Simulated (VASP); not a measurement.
# CaAl4O (P-6m2) in VASP: a series of runs, part 2 of 2

VASP 6.6.1. Earlier steps stand in the parts before.

**3. Single point, PBE**

This run uses another cell than the first one, of 18.16 Å³/atom, 1.063 times its volume.

File INCAR:

```
SYSTEM = CaAl4O
PREC     = Accurate       ! precision mode
ENCUT    = 520            ! plane-wave cutoff, eV
EDIFF    = 1E-6           ! SCF threshold, eV
ISMEAR   = 0              ! smearing method
SIGMA    = 0.1            ! smearing width, eV
LREAL    = .False.        ! projectors in reciprocal space
LASPH    = .True.         ! aspherical terms in the spheres
NELM     = 80             ! most SCF steps
ALGO     = Normal         ! electronic algorithm
ISIF     = 2              ! what is computed and relaxed
LWAVE    = .False.        ! write WAVECAR
LCHARG   = .False.        ! write CHGCAR
GGA      = PE             ! functional
NBANDS   = 23             ! bands
```

File KPOINTS:

```
regular mesh
0
Gamma
  6 6 4
  0 0 0
```

File POSCAR:

```
CaAl4O
1.0
    5.5857132615      0.0000000031      0.0000000000
   -2.7928566334      4.8373695812      0.0000000000
    0.0000000000      0.0000000000      4.0314897722
Ca Al O
1 4 1
Direct
    0.0000000000      0.0000000000      0.0000000000
    0.6666666667      0.3333333333      0.0000000000
    0.0184789729      0.5092394865      0.5000000000
    0.4907605135      0.5092394865      0.5000000000
    0.4907605135      0.9815210271      0.5000000000
    0.3333333333      0.6666666667      0.0000000000
```

Potentials or basis: VASP PAW PBE potentials, release 64 (Ca_sv, Al, O).

Command:

```bash
> cat potpaw_PBE.64/Ca_sv/POTCAR potpaw_PBE.64/Al/POTCAR potpaw_PBE.64/O/POTCAR > POTCAR
> mpirun -np 1 vasp_std > vasp.out
```

It took 67 s on 1 thread of Intel Xeon Platinum 8488C (Sapphire Rapids), shared host; peak memory 0.24 GiB.

The run converged. Its results:

```
Free energy            : -23.1469 eV
Pressure               : 0.2 GPa
Largest force          : 0.034 eV/Å
Band gap on the k mesh : zero (band 14 reaches 6.10 eV, above the bottom of band 15 at 5.09 eV)
```

Forces in eV/Å, atoms in the order of the input:
```
Ca   0.000  0.000  0.000
Al   0.000  0.000  0.000
Al  -0.029 -0.017  0.000
Al   0.029 -0.017  0.000
Al   0.000  0.034  0.000
O    0.000  0.000  0.000
```

Stress tensor (GPa, compression positive):
```
 0.30  0.00  0.00
 0.00  0.30  0.00
 0.00  0.00 -0.11
```

Levels at points of the mesh, in eV from the Fermi level:
```tsv
k point	band 10	band 11	band 12	band 13	band 14	band 15	band 16	band 17	band 18	band 19
(0.00, 0.00, 0.00)	-3.57	-2.53	-2.53	-0.24	0.32	0.32	0.54	1.13	3.06	3.06
(0.50, 0.00, 0.00)	-3.70	-2.15	-1.74	-0.64	0.33	1.10	1.86	2.28	2.60	2.72
(0.00, 0.00, 0.50)	-3.97	-1.64	-1.64	-1.39	-1.39	-0.33	-0.33	0.07	3.04	3.36
(0.50, 0.00, 0.50)	-3.10	-3.02	-2.65	-1.16	-0.14	0.08	2.08	2.37	2.49	3.13
```

Caveat: the k points lie up to 0.39 Å⁻¹ apart.

**4. Relaxation of cell and atoms, PBE**

File INCAR:

```
  ALGO = Normal
  EDIFF = 1E-6
  EDIFFG = -0.04
  ENCUT = 600
  GGA = PE
  IBRION = 2
  ISIF = 3
  ISMEAR = 0
  LASPH = True
  LCHARG = False
  LREAL = False
  LWAVE = False
  NELM = 80
  NSW = 90
  PREC = Accurate
  SIGMA = 0.1
```

File KPOINTS:

```
k-points
0
Gamma
  6 6 4
```

File POSCAR:

```
CaAl4O
1.0
    5.2824676100      0.0000000000      0.0000000000
   -2.6412338100      4.5747511500      0.0000000000
    0.0000000000      0.0000000000      4.2423038600
Ca Al O
1 4 1
Direct
    0.0000000000      0.0000000000      0.0000000000
    0.6666666700      0.3333333300      0.0000000000
    0.0030570000      0.5015285000      0.5000000000
    0.4984715000      0.5015285000      0.5000000000
    0.4984715000      0.9969430000      0.5000000000
    0.3333333300      0.6666666700      0.0000000000
```

Potentials or basis: VASP PAW PBE potentials, release 64 (Ca_sv, Al, O).

Command:

```bash
> cat potpaw_PBE.64/Ca_sv/POTCAR potpaw_PBE.64/Al/POTCAR potpaw_PBE.64/O/POTCAR > POTCAR
> mpirun -np 1 vasp_std > vasp.out
```

OUTCAR:

```text
EDIFF = 1E-6
   EDIFFG = -0.04
   ENCUT = 600
   GGA = PE
   IBRION = 2
   ISIF = 3
   ISMEAR = 0
   LASPH = True
   LREAL = False
   NELM = 80
   NSW = 90
   PREC = Accurate

 ion  position               nearest neighbor table
   1  0.000  0.000  0.000-   2 3.05   2 3.05   2 3.05
   2  0.667  0.333  0.000-   3 2.62   3 2.62   5 2.62   5 2.62   4 2.62   4 2.62   1 3.05   1 3.05
                             1 3.05
   3  0.003  0.502  0.500-   6 2.60   6 2.60   4 2.62   5 2.62   2 2.62   2 2.62   4 2.67   5 2.67

   4  0.498  0.502  0.500-   6 2.60   6 2.60   3 2.62   5 2.62   2 2.62   2 2.62   3 2.67   5 2.67

   5  0.498  0.997  0.500-   6 2.60   6 2.60   3 2.62   4 2.62   2 2.62   2 2.62   3 2.67   4 2.67

   6  0.333  0.667  0.000-   3 2.60   3 2.60   5 2.60   5 2.60   4 2.60   4 2.60

  LATTYP: Found a hexagonal cell.
 ALAT       =     5.2824676100
 C/A-ratio  =     0.8030913151

  Lattice vectors:
[... 191 lines left out ...]
  -------------------------------------------------------------------------------------
  Total        3.6281745      3.6281745      1.3098976     -0.0000000      0.0000000     -0.0000000
  in kB       56.7012540     56.7012541     20.4711305     -0.0000001      0.0000000     -0.0000000
  external PRESSURE =      44.6245462 kB  Pullay stress =       0.0000000 kB
[... 227 lines left out ...]
--------------------------------------- Ionic step        7  -------------------------------------------

 number of electron      28.0000003 magnetization

 Free energy of the ion-electron system (eV)
  ---------------------------------------------------
  ext. energy  EPLUGINS =         0.00000000
  ---------------------------------------------------
  free energy    TOTEN  =       -23.14679357 eV

  energy without entropy =      -23.12178365  energy(sigma->0) =      -23.13428861

 E-fermi :   5.5676     XC(G=0):  -9.6681

 val. band max:        5.5191980413   @ k =   0.3333  -0.0000   0.5000
 cond. band min:       5.5734660501   @ k =   0.3333   0.3333   0.5000
 fundamental gap:      0.0542680088
 Fermi energy:         5.5676475671

 k-point     1 :       0.0000    0.0000    0.0000
  band No.  band energies     occupation
      1     -35.5233      2.00000
      2     -16.5545      2.00000
      3     -16.5545      2.00000
      4     -16.5124      2.00000
      5     -12.1323      2.00000
      6      -3.1358      2.00000
[... 463 lines left out ...]
  FREE ENERGIE OF THE ION-ELECTRON SYSTEM (eV)
  ---------------------------------------------------
  free  energy   TOTEN  =       -23.1467935665 eV

  energy  without entropy=      -23.1217836548  energy(sigma->0) =      -23.13428861

 reached required accuracy - stopping structural energy minimisation
```

Wall time 5.7 min (1 thread of Intel Xeon Platinum 8488C (Sapphire Rapids), shared host); peak memory 0.27 GiB.

What came out:

```yaml
Free_energy: -23.1468 eV
Relaxed_volume: 18.26 Å³/atom
Relaxed_cell: a = 5.622 Å, b = 5.622 Å, c = 4.003 Å, α = 90.00°, β = 90.00°, γ = 120.00°
Space_group_after_relaxing_to_0.05_Å: P-6m2 (No. 187)
Energy_gained_by_relaxing: 44.7 meV/atom
Ionic_steps: 7
Pressure_after_relaxing: -0.1 GPa
Largest_force_after_relaxing: 0.023 eV/Å
Band_gap_on_the_k_mesh: zero (band 14 reaches 6.04 eV, above the bottom of band 15 at 5.04 eV)
```

Forces in eV/Å, atoms in the order of the input:
```
Ca   0.000  0.000  0.000
Al   0.000  0.000  0.000
Al   0.020  0.011  0.000
Al  -0.020  0.011  0.000
Al   0.000 -0.023  0.000
O    0.000  0.000  0.000
```

Stress tensor (GPa, compression positive):
```
-0.23  0.00  0.00
 0.00 -0.23  0.00
 0.00  0.00  0.04
```

Step by step:
```tsv
step	energy change (eV)	largest force (eV/Å)	pressure (GPa)	volume (Å³)
1	0.0000	0.8908	4.46	102.52
2	-0.1722	0.1369	-0.55	109.73
3	-0.1729	0.0914	-0.86	110.30
4	-0.2098	0.0074	-0.51	109.57
5	-0.2535	0.2677	1.41	107.18
6	-0.2559	0.2126	0.94	107.68
7	-0.2682	0.0226	-0.14	109.57
```

Final structure:
```cif
data_structure
_symmetry_space_group_name_H-M 'P 1'
_symmetry_Int_Tables_number 1
_cell_length_a 5.6220
_cell_length_b 5.6220
_cell_length_c 4.0028
_cell_angle_alpha 90.000
_cell_angle_beta 90.000
_cell_angle_gamma 120.000
_cell_volume 109.57
loop_
_atom_site_label
_atom_site_type_symbol
_atom_site_fract_x
_atom_site_fract_y
_atom_site_fract_z
_atom_site_occupancy
Ca1 Ca 0.00000 0.00000 0.00000 1
Al1 Al 0.66667 0.33333 0.00000 1
Al2 Al 0.01837 0.50918 0.50000 1
Al3 Al 0.49082 0.50918 0.50000 1
Al4 Al 0.49082 0.98163 0.50000 1
O1 O 0.33333 0.66667 0.00000 1
```

Caveat: the k points lie up to 0.39 Å⁻¹ apart in the final cell.

**5. Overview**

```csv
task,cell,cutoff (eV),gap on the mesh (eV),pressure (GPa),largest force (eV/Å)
single point,"a = 5.282, b = 5.282, c = 4.242 Å, angles 90.0, 90.0, 120.0°, 6 atoms",520,none,4.5,0.89
single point,"a = 5.586, b = 5.586, c = 4.031 Å, angles 90.0, 90.0, 120.0°, 6 atoms",520,none,0.2,0.03
relaxation of cell and atoms,"relaxed from a = 5.282, b = 5.282, c = 4.242 Å, angles 90.0, 90.0, 120.0°, 6 atoms",600,none,-0.1,0.02
```

Alike in all rows: level PBE; potentials or basis VASP PAW PBE potentials, release 64 (Ca_sv, Al, O); no spin polarisation; k mesh 6 × 6 × 4; smearing gaussian 0.1 eV.

Caveats: all runs use coarse meshes.

Absolute energies hang on the potentials; compare differences alone.
